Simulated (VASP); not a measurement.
Al2SbP, 4 atoms in the cell. Symmetry: P-4m2, No. 115, tetragonal system. The conventional cell has a = 4.114 Å, b = 4.114 Å, c = 5.833 Å, α = 90.00°, β = 90.00°, γ = 90.00°. P (site symmetry -4m2) has 4 Al at 2.43 Å within 3.2 Å. Within 3.2 Å of Al (site symmetry 2mm) lie 2 P at 2.43 Å and 2 Sb at 2.62 Å. Sb (site symmetry -4m2) has 4 Al at 2.62 Å within 3.5 Å. 

| Property | Result |
| --- | --- |
| Program | VASP 6.6.1 |
| Task | single point |
| Functional | PBE |
| Potentials or basis | VASP PAW PBE potentials, release 64 (P, Al, Sb) |
| Cutoff | 500 eV |
| k mesh | 6 × 6 × 4 |
| Occupations | gaussian, width 0.01 eV |
| Spin | no spin polarisation |
| Dipole correction | no |
| Further INCAR settings | ALGO = Normal; EDIFF = 1e-06; NBANDS = 16 |

Potentials or basis: VASP PAW PBE potentials, release 64 (P, Al, Sb).

The run is started by

```console
$ cat potpaw_PBE.64/P/POTCAR potpaw_PBE.64/Al/POTCAR potpaw_PBE.64/Sb/POTCAR > POTCAR
$ mpirun -np 1 vasp_std > vasp.out
```

Hardware: 1 thread of AMD EPYC 7R13 (shared host).

Question: Estimate the wall time of this run.

Answer: Run time: 97 s on 1 thread of AMD EPYC 7R13, with other jobs on the host, peak memory 0.19 GiB. Counts: scf iterations 13, k points 30.
